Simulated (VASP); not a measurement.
# Ta (I4/mmm) in VASP: notebook, part 2 of 2

VASP 6.6.1. The steps go on from the part before.

## 3. Single point, r2SCAN (strain -0.0450 x Voigt [1, 0, 0, 0, 0, 0])

The input, POSCAR:

```
Ta
1.0
   -1.5769724000      1.6512800000      1.6512800000
    1.5769724000     -1.6512800000      1.6512800000
    1.5769724000      1.6512800000     -1.6512800000
Ta
1
Direct
    0.0000000000      0.0000000000      0.0000000000
```

The input, INCAR.step1:

```
SYSTEM = Ta
PREC     = Accurate       ! precision mode
ENCUT    = 520            ! plane-wave cutoff, eV
ISMEAR   = 0              ! smearing method
SIGMA    = 0.15           ! smearing width, eV
LREAL    = .FALSE.        ! projectors in reciprocal space
LASPH    = .TRUE.         ! aspherical terms in the spheres
NELM     = 60             ! most SCF steps
NBANDS   = 12             ! bands
GGA      = PE             ! functional
ALGO     = Normal         ! electronic algorithm
EDIFF    = 1E-4           ! SCF threshold, eV
LWAVE    = .TRUE.         ! write WAVECAR
LCHARG   = .FALSE.        ! write CHGCAR
```

The input, INCAR.step2:

```
SYSTEM = Ta
PREC     = Accurate       ! precision mode
ENCUT    = 520            ! plane-wave cutoff, eV
EDIFF    = 1E-7           ! SCF threshold, eV
ISMEAR   = 0              ! smearing method
SIGMA    = 0.15           ! smearing width, eV
LREAL    = .FALSE.        ! projectors in reciprocal space
LASPH    = .TRUE.         ! aspherical terms in the spheres
NELM     = 60             ! most SCF steps
ALGO     = Normal         ! electronic algorithm
ISIF     = 2              ! what is computed and relaxed
LWAVE    = .FALSE.        ! write WAVECAR
LCHARG   = .FALSE.        ! write CHGCAR
METAGGA  = R2SCAN         ! meta-GGA
LMIXTAU  = .TRUE.       
NBANDS   = 12             ! bands
ISTART   = 1
```

The input, KPOINTS:

```
Automatic mesh
0
G
  20 20 20
  0 0 0
```

Potentials or basis: VASP PAW PBE potentials, release 64 (Ta_pv).

On the command line:

```bash
> cat potpaw_PBE.64/Ta_pv/POTCAR > POTCAR
> cp INCAR.step1 INCAR
> mpirun -np 1 vasp_std > vasp.out
> cp INCAR.step2 INCAR
> mpirun -np 1 vasp_std > vasp.out
```

OUTCAR:

```text
SYSTEM = Ta
   PREC = Accurate
   ENCUT = 520
   EDIFF = 1E-7
   ISMEAR = 0
   LREAL = .FALSE.
   LASPH = .TRUE.
   NELM = 60
   ISIF = 2
   METAGGA = R2SCAN
   ISTART = 1

 ion  position               nearest neighbor table
   1  0.000  0.000  0.000-

  LATTYP: Found a body centered tetragonal cell.
 ALAT       =     3.3025600000
 C/A-ratio  =     0.9550000000

  Lattice vectors:

 A1 = (  -1.5769724000,   1.6512800000,  -1.6512800000)
 A2 = (  -1.5769724000,  -1.6512800000,   1.6512800000)
 A3 = (   1.5769724000,   1.6512800000,   1.6512800000)

Analysis of symmetry for initial positions (statically):
=====================================================================
 Subroutine PRICEL returns:
 Original cell was already a primitive cell.

 Routine SETGRP: Setting up the symmetry group for a
 body centered tetragonal supercell.

 Subroutine GETGRP returns: Found 16 space group operations
 (whereof 16 operations were pure point group operations)
 out of a pool of 16 trial point group operations.

The static configuration has the point symmetry D_4h.

Analysis of symmetry for dynamics (positions and initial velocities):
[... 172 lines left out ...]
      6       6.7952      0.00000
      7       6.7952      0.00000
      8       9.7045      0.00000
      9      10.6432      0.00000
     10      18.0320      0.00000
     11      21.4139      0.00000
     12      21.4139      0.00000
[... 331 lines left out ...]
 k-point    24 :       0.1000    0.1000    0.0000
  band No.  band energies     occupation
      1     -28.7316      2.00000
      2     -28.4199      2.00000
      3     -28.3564      2.00000
      4      -1.4410      2.00000
      5       5.6543      1.35549
      6       6.1158      0.00010
      7       8.1092      0.00000
      8       8.9833      0.00000
      9      10.5644      0.00000
     10      18.0320      0.00000
     11      22.7160      0.00000
     12      23.6502      0.00000

 [... further k-points ...]

------------------------ aborting loop because EDIFF is reached ----------------------------------------

  FORCE on cell =-STRESS in cart. coord.  units (eV):
  Direction    XX          YY          ZZ          XY          YZ          ZX
  --------------------------------------------------------------------------------------
  -------------------------------------------------------------------------------------
  Total        1.6985623      1.0559716      1.0559716      0.0000000      0.0000000      0.0000000
  in kB      158.2218752     98.3642533     98.3642533      0.0000000      0.0000000      0.0000000
  external PRESSURE =     118.3167939 kB  Pullay stress =       0.0000000 kB

 VOLUME and BASIS-vectors are now :
 -----------------------------------------------------------------------------
  energy-cutoff  :      520.00
  volume of cell :       17.20
      direct lattice vectors                 reciprocal lattice vectors
    -1.576972400  1.651280000  1.651280000     0.000000000  0.302795407  0.302795407
     1.576972400 -1.651280000  1.651280000     0.317063254  0.000000000  0.302795407
     1.576972400  1.651280000 -1.651280000     0.317063254  0.302795407  0.000000000

 POSITION                                       TOTAL-FORCE (eV/Angst)
 -----------------------------------------------------------------------------------
      0.00000      0.00000      0.00000         0.000000      0.000000      0.000000
 -----------------------------------------------------------------------------------
    total drift:                                0.000000      0.000000     -0.000000

  FREE ENERGIE OF THE ION-ELECTRON SYSTEM (eV)
  ---------------------------------------------------
  free  energy   TOTEN  =       -48.5449679744 eV

  energy  without entropy=      -48.5311339393  energy(sigma->0) =      -48.53805096
```

It took 2.6 min on 1 thread of Intel Xeon 6975P-C (Granite Rapids), shared host; peak memory 0.25 GiB.

What came out:

* Free energy: -48.5450 eV
* Pressure: 11.8 GPa
* Band gap on the k mesh: zero (an odd number of electrons rules out a gap without spin polarisation)

Caveat: the cell differs from its parent crystal (strain -0.0450 x Voigt [1, 0, 0, 0, 0, 0]); the stress differs along the axes, from 10 to 16 GPa; the PAW data sets were made with another functional, which shifts forces and pressure a little; spin-orbit coupling is left out, which moves the levels of the heavy elements.

## 4. Single point, r2SCAN (strain -0.0300 x Voigt [1, 0, 0, 0, 0, 0])

The input, POSCAR:

```
Ta
1.0
   -1.6017416000      1.6512800000      1.6512800000
    1.6017416000     -1.6512800000      1.6512800000
    1.6017416000      1.6512800000     -1.6512800000
Ta
1
Direct
    0.0000000000      0.0000000000      0.0000000000
```

The input, INCAR.step1:

```
SYSTEM = Ta
PREC = Accurate
ENCUT = 520
ISMEAR = 0
SIGMA = 0.15
LREAL = .FALSE.
LASPH = .TRUE.
NELM = 80
NBANDS = 12
GGA = PE
ALGO = Normal
EDIFF = 1E-4
LWAVE = .TRUE.
LCHARG = .FALSE.
```

The input, INCAR.step2:

```
SYSTEM = Ta
PREC = Accurate
ENCUT = 520
EDIFF = 1E-6
ISMEAR = 0
SIGMA = 0.15
LREAL = .FALSE.
LASPH = .TRUE.
NELM = 80
ALGO = Normal
ISIF = 2
LWAVE = .FALSE.
LCHARG = .FALSE.
METAGGA = R2SCAN
LMIXTAU = .TRUE.
NBANDS = 12
ISTART = 1
```

The input, KPOINTS:

```
regular mesh
0
G
  20 20 20
  0 0 0
```

On the command line:

```bash
> cat potpaw_PBE.64/Ta_pv/POTCAR > POTCAR
> cp INCAR.step1 INCAR
> mpirun -np 1 vasp_std > vasp.out
> cp INCAR.step2 INCAR
> mpirun -np 1 vasp_std > vasp.out
```

Wall time 2.1 min (1 thread of Intel Xeon 6975P-C (Granite Rapids), shared host); peak memory 0.25 GiB.

It converged, with:

```
Free energy            : -48.5673 eV
Pressure               : 8.0 GPa
Band gap on the k mesh : zero (an odd number of electrons rules out a gap without spin polarisation)
```

Stress tensor (GPa, compression positive):
```
10.65  0.00  0.00
 0.00  6.64  0.00
 0.00  0.00  6.64
```

Levels at points of the mesh, in eV from the Fermi level:
```tsv
k point	band 4	band 5	band 6	band 7	band 8	band 9
(0.00, 0.00, 0.00)	-8.44	0.56	1.01	1.01	4.13	4.74
(0.50, 0.00, 0.00)	-4.71	-1.35	1.47	3.96	5.26	8.34
(0.00, 0.50, 0.00)	-4.69	-1.80	1.72	4.45	5.61	8.42
(0.50, 0.50, 0.50)	-4.18	-4.09	7.34	7.34	7.46	9.04
```

Caveat: the cell differs from its parent crystal (strain -0.0300 x Voigt [1, 0, 0, 0, 0, 0]); the cell stands under pressure; the PAW data sets were made with another functional, which shifts forces and pressure a little; spin-orbit coupling is left out, which moves the levels of the heavy elements.

## 5. Single point, r2SCAN (strain -0.0150 x Voigt [1, 0, 0, 0, 0, 0])

The input, POSCAR:

```
Ta
1.0
   -1.6265108000      1.6512800000      1.6512800000
    1.6265108000     -1.6512800000      1.6512800000
    1.6265108000      1.6512800000     -1.6512800000
Ta
1
Direct
    0.0000000000      0.0000000000      0.0000000000
```

The input, INCAR.step1:

```
SYSTEM = Ta
PREC = Accurate
ENCUT = 520
ISMEAR = 0
SIGMA = 0.15
LREAL = .False.
LASPH = .True.
NELM = 100
NBANDS = 12
GGA = PE
ALGO = Normal
EDIFF = 1E-4
LWAVE = .True.
LCHARG = .False.
```

The input, INCAR.step2:

```
SYSTEM = Ta
PREC = Accurate
ENCUT = 520
EDIFF = 1E-6
ISMEAR = 0
SIGMA = 0.15
LREAL = .False.
LASPH = .True.
NELM = 100
ALGO = Normal
ISIF = 2
LWAVE = .False.
LCHARG = .False.
METAGGA = R2SCAN
LMIXTAU = .True.
NBANDS = 12
ISTART = 1
```

The input, KPOINTS:

```
Automatic mesh
0
Gamma
  20 20 20
  0 0 0
```

On the command line:

```bash
> cat potpaw_PBE.64/Ta_pv/POTCAR > POTCAR
> cp INCAR.step1 INCAR
> mpirun -np 1 vasp_std > vasp.out
> cp INCAR.step2 INCAR
> mpirun -np 1 vasp_std > vasp.out
```

Wall time 2.1 min (1 thread of Intel Xeon 6975P-C (Granite Rapids), shared host); peak memory 0.25 GiB.

It converged, with:

- Free energy: -48.5811 eV
- Pressure: 4.4 GPa
- Band gap on the k mesh: zero (an odd number of electrons rules out a gap without spin polarisation)

Stress tensor (GPa, compression positive):
```
5.70 0.00 0.00
0.00 3.74 0.00
0.00 0.00 3.74
```

Levels at points of the mesh, in eV from the Fermi level:
| k point | band 4 | band 5 | band 6 | band 7 | band 8 | band 9 |
| --- | --- | --- | --- | --- | --- | --- |
| (0.00, 0.00, 0.00) | -8.38 | 0.71 | 0.93 | 0.93 | 4.25 | 4.54 |
| (0.50, 0.00, 0.00) | -4.63 | -1.46 | 1.47 | 4.09 | 5.27 | 8.22 |
| (0.00, 0.50, 0.00) | -4.62 | -1.68 | 1.60 | 4.35 | 5.42 | 8.26 |
| (0.50, 0.50, 0.50) | -4.05 | -4.01 | 7.23 | 7.23 | 7.29 | 9.04 |

Caveat: the cell differs from its parent crystal (strain -0.0150 x Voigt [1, 0, 0, 0, 0, 0]); the cell stands under pressure; the PAW data sets were made with another functional, which shifts forces and pressure a little; spin-orbit coupling is left out, which moves the levels of the heavy elements.

## 6. Summary

| cell | gap on the mesh (eV) | pressure (GPa) |
| --- | --- | --- |
| a = 2.804 Å, angles 112.8, 107.8, 107.8°, 1 atom | none | 16.0 |
| a = 2.818 Å, angles 111.9, 108.3, 108.3°, 1 atom | none | 11.8 |
| a = 2.832 Å, angles 111.1, 108.7, 108.7°, 1 atom | none | 8.0 |
| a = 2.846 Å, angles 110.3, 109.1, 109.1°, 1 atom | none | 4.4 |

Alike in all rows: task single point; level r2SCAN; potentials or basis VASP PAW PBE potentials, release 64 (Ta_pv); no spin polarisation; k mesh 20 × 20 × 20; cutoff (eV) 520; smearing gaussian 0.15 eV.

Caveats: the PAW data sets were made with another functional, which shifts forces and pressure a little; spin-orbit coupling is left out, which moves the levels of the heavy elements; the cell stands under pressure (at least some runs); the stress differs along the axes, from 13 to 21 GPa (at least some runs); the stress differs along the axes, from 10 to 16 GPa (at least some runs).

Absolute energies hang on the potentials; compare differences alone.
